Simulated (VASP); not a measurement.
## Ir: single point with LDA

Ir:

```
Ir
1.0
    -0.05240    1.90540    1.90540
     1.85301    0.00000    1.85301
     1.90540    1.90540   -0.05240
Ir
1
Direct
  0.00000 0.00000 0.00000
```

This cell differs from its parent crystal: engineering shear strain xz -0.0550, engineering shear strain yz +0.0000.

| Property | Result |
| --- | --- |
| Program | VASP 6.6.1 |
| Task | single point |
| Functional | LDA |
| Potentials or basis | VASP PAW LDA potentials, release 64 (Ir) |
| Cutoff | 520 eV |
| k mesh | 20 × 20 × 20 |
| Occupations | gaussian, width 0.15 eV |
| Spin | no spin polarisation |

```yaml
Pressure: 6.8 GPa
Band_gap_on_the_k_mesh: zero (an odd number of electrons rules out a gap without spin polarisation)
```

Stress tensor (GPa, compression positive):
```
 7.67  0.00 16.73
 0.00  5.18  0.00
16.73  0.00  7.67
```

Levels at points of the mesh, in eV from the Fermi level:
```tsv
k point	band 1	band 2	band 3	band 4	band 5	band 6	band 7	band 8
(0.00, 0.00, 0.00)	-11.28	-4.43	-4.10	-3.54	-1.14	-1.12	14.35	19.20
(0.50, 0.00, 0.00)	-8.37	-4.41	-3.64	-0.97	0.64	1.15	7.16	14.16
(0.00, 0.50, 0.00)	-8.24	-4.53	-3.79	-0.40	0.84	1.29	8.04	13.70
(0.50, 0.50, 0.00)	-8.12	-7.56	0.84	1.55	1.70	1.84	10.96	11.88
(0.50, 0.00, 0.50)	-8.14	-7.57	1.00	1.58	1.60	1.81	10.86	10.89
```

Wall time 58 s on 1 thread of Intel(R) Xeon(R) 6975P-C (Granite Rapids), with other jobs on the host, peak memory 0.28 GiB.

Caveat: the cell differs from its parent crystal (engineering shear strain xz -0.0550, engineering shear strain yz +0.0000); the cell stands under pressure; spin-orbit coupling is left out, which moves the levels of the heavy elements.
